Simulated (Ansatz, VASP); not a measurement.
# MnS: VASP beside Ansatz

```xyz
4
Lattice="-2.6218 -2.6218 5.2656 -5.2656 -2.6218 2.6218 -2.6218 -5.2656 2.6218" Properties=species:S:1:pos:R:3 pbc="T T T"
Mn    0.0000    0.0000    0.0000
Mn   -5.2546   -5.2546    5.2546
S     2.6383    2.6383    2.6492
S    -2.6164   -2.6164    7.9039
```

Alike in both runs: task single point; functional PBE; k mesh 8 × 8 × 8; occupations gaussian, width 0.05 eV; collinear spin; Hubbard terms Mn d U = 3.9 eV.

```csv
,VASP,Ansatz
version,VASP 6.6.1,Ansatz 0.2.0
potentials or method,"VASP PAW PBE potentials, release 64 (Mn_sv, S), cutoff 600 eV","scalar-relativistic, plane waves, PAW"
valence electrons in the cell,42,42
```

|  | VASP | Ansatz | Ansatz less VASP |
| --- | --- | --- | --- |
| gap on the k mesh at the Fermi level (eV) | 2.27 | 2.23 | -0.043 |
| least direct gap on the mesh (eV) | 2.77 | 2.72 | -0.047 |
| pressure (GPa) | -1.9 | 0.0 | +1.87 |
| net moment per atom (μB) | 0.00 | 0.00 | 0.000 |
| size of the moment on the site where the two differ most (μB) | 4.39 | 4.45 | +0.060 |

Site moments also hang on the region over which each program counts them. The programs project onto different local orbitals, so the same U acts differently, and such runs can settle in different states. Ansatz's warnings: stability check not made.
